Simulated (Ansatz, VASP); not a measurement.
## Hf in VASP and in Ansatz

INCAR

```
PREC = Accurate
ENCUT = 520
EDIFF = 1E-6
ISMEAR = -1
SIGMA = 0.1
LREAL = False
LASPH = True
NELM = 60
ALGO = Normal
ISIF = 2
LWAVE = False
LCHARG = False
GGA = RE
NBANDS = 22
```

File KPOINTS:

```
regular mesh
0
Gamma
  8 8 11
```

The input POSCAR:

```
Hf
1.0
    5.1587186448      0.0000000000      0.0000000000
   -2.5793593224      4.4675813974      0.0000000000
    0.0000000000      0.0000000000      3.2007577487
Hf
3
Direct
    1.0000000000      1.0000000000      0.0000000000
    0.3333333333      0.6666666667      0.5000000000
    0.6666666667      0.3333333333      0.5000000000
```

Input for Ansatz:

```yaml
crystal:
  lattice:
    - [5.1587186448, 0.0, 0.0]
    - [-2.5793593224, 4.4675813974, 0.0]
    - [0.0, 0.0, 3.2007577487]
  atoms:
    - { symbol: Hf, position: [1.0, 1.0, 0.0] }
    - { symbol: Hf, position: [0.3333333333, 0.6666666667, 0.5] }
    - { symbol: Hf, position: [0.6666666667, 0.3333333333, 0.5] }
hamiltonian:
  xc: revpbe
  pseudopotentials:
    kind: paw
    azcp:
      Hf: "pseudopotentials/Hf.paw.azcp"
basis:
  ecutwfc: 420
  fft_grid_basis: typed
kpoints:
  mp_grid: { grid: [8, 8, 11], shift: [0, 0, 0] }
magnetization:
  spin_polarized: false
scf:
  occupations: { method: fermi_dirac, width: 0.1 }
  lower_state_search: "off"
output:
  stress: true
```

Alike in both runs: task single point; functional revPBE; k mesh 8 × 8 × 11; occupations fermi-dirac, width 0.1 eV; no spin polarisation.

|  | VASP | Ansatz |
| --- | --- | --- |
| version | VASP 6.6.1 | Ansatz 0.2.0 |
| potentials or method | VASP PAW PBE potentials, release 64 (Hf_pv), cutoff 520 eV | plane waves (420 eV) with PAW, scalar-relativistic |
| valence electrons in the cell | 30 | 78 |

|  | VASP | Ansatz | Ansatz less VASP |
| --- | --- | --- | --- |
| pressure (GPa) | -7.3 | -6.8 | +0.45 |
| traceless stress, the component that is largest in VASP (GPa) | 0.09 | 0.02 | -0.076 |

VASP's potentials were made for PBE, not for revPBE. VASP's potentials hold 30 valence electrons a cell and Ansatz's 78, so a difference there can come from the potentials and not from the codes.

Neither program's run includes spin-orbit coupling.
